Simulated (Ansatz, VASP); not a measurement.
**Two plane-wave programs on AlN**

The input INCAR:

```
SYSTEM = AlN
PREC = Accurate
ENCUT = 600
EDIFF = 1E-7
ISMEAR = 0
SIGMA = 0.1
LREAL = .False.
LASPH = .True.
NELM = 80
ALGO = Normal
ISIF = 3
LWAVE = .False.
LCHARG = .False.
GGA = PE
IBRION = 2
NSW = 90
EDIFFG = -0.04
```

File KPOINTS:

```
Automatic mesh
0
Gamma
  6 6 6
  0 0 0
```

Contents of POSCAR:

```
AlN
1.0
    1.9196869500     -4.4807288700      0.0000000000
    1.9196869500      4.4807288700      0.0000000000
   -1.9196869500      0.0000000000      3.6673576400
Al N
3 3
Direct
    0.1272342300      0.1272342300      0.2544684600
    0.8727657700      0.8727657700      0.7455315400
    0.3541378600      0.6458621400      0.5000000000
    0.1458621400      0.8541378600      0.5000000000
    0.6458621400      0.3541378600      0.5000000000
    0.8541378600      0.1458621400      0.5000000000
```

Input for Ansatz:

```yaml
crystal:
  lattice:
    - [1.91968695, -4.48072887, 0.0]
    - [1.91968695, 4.48072887, 0.0]
    - [-1.91968695, 0.0, 3.66735764]
  atoms:
    - { symbol: Al, position: [0.12723423, 0.12723423, 0.25446846] }
    - { symbol: Al, position: [0.87276577, 0.87276577, 0.74553154] }
    - { symbol: Al, position: [0.35413786, 0.64586214, 0.5] }
    - { symbol: "N", position: [0.14586214, 0.85413786, 0.5] }
    - { symbol: "N", position: [0.64586214, 0.35413786, 0.5] }
    - { symbol: "N", position: [0.85413786, 0.14586214, 0.5] }
basis:
  ecutwfc: 420
kpoints:
  mp_grid: { grid: [6, 6, 6] }
hamiltonian:
  xc: pbe
scf:
  occupations: { method: gaussian, width: 0.1 }
  lower_state_search: "off"
output:
  forces: true
  stress: true
  eigenvalues: true
relax:
  adjacent_minimum: "off"
  f_tol: 0.04
  max_steps: 70
  cell: { stress_tol: 0.4 }
```

Alike in both runs: task relaxation of cell and atoms; functional PBE; k mesh 6 × 6 × 6; occupations gaussian, width 0.1 eV; no spin polarisation.

```csv
,VASP,Ansatz
version,VASP 6.6.1,Ansatz 0.2.0
potentials or method,"VASP PAW PBE potentials, release 64 (Al, N), cutoff 600 eV","scalar-relativistic, plane waves, PAW"
valence electrons in the cell,24,24
```

|  | VASP | Ansatz | Ansatz less VASP |
| --- | --- | --- | --- |
| gap on the k mesh at the Fermi level, each at its own relaxed structure (eV) | none | none | - |
| relaxed volume (Å³/atom) | 15.65 | 16.02 | +0.363 |
| relaxed length of the cell vector where the two differ most in proportion (Å) | 5.059 | 6.451 | +1.3923 |

A gap of «none» marks a metal or a gap that the smearing closes. One of these differences is far larger than is usual between the two programs; its cause wasn't traced.

Noted on VASP's run: the volume moved by over 15 % at a fixed basis, so the end points are rough.
